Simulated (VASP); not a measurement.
## SnTe: single point with PBE

Crystal: SnTe.

```
CELL_PARAMETERS angstrom
0.00000 3.58398 3.58398
3.58398 0.00000 3.58398
3.58398 3.58398 0.00000
ATOMIC_POSITIONS crystal
Sn 0.00000 0.00000 0.00000
Te 0.25000 0.25000 0.25000
```

| Item | Value |
| --- | --- |
| Program | VASP 6.6.1 |
| Task | single point |
| Functional | PBE |
| Potentials or basis | VASP PAW PBE potentials, release 64 (Sn_d, Te) |
| Cutoff | 500 eV |
| k mesh | 6 × 6 × 6 |
| Occupations | fermi-dirac, width 0.02 eV |
| Spin | no spin polarisation |
| Dipole correction | no |
| Further INCAR settings | ALGO = Normal; EDIFF = 1e-06; NBANDS = 17 |

The pressure is 0.5 GPa. The band gap on the k mesh is 0.22 eV, indirect (least direct gap 0.77 eV).

Levels at points of the mesh, in eV from the valence-band top:
```tsv
k point	band 6	band 7	band 8	band 9	band 10	band 11	band 12	band 13	band 14	band 15
(0.00, 0.00, 0.00)	-11.50	-4.98	-1.84	-1.84	-1.84	1.13	1.13	1.13	4.26	6.58
(0.50, 0.00, 0.00)	-10.93	-6.92	-2.39	-2.39	-1.93	1.95	1.95	3.64	5.81	6.55
(0.50, 0.50, 0.00)	-10.70	-7.29	-3.07	-3.07	-0.55	0.22	4.11	4.11	5.59	6.62
```

Wall time 17 s on 1 thread of AMD EPYC 9R45 96-Core Processor (Zen 5), on a shared host, peak memory 0.21 GiB.

Caveat: spin-orbit coupling is left out, which moves the levels of the heavy elements. A k mesh can miss the band edges.
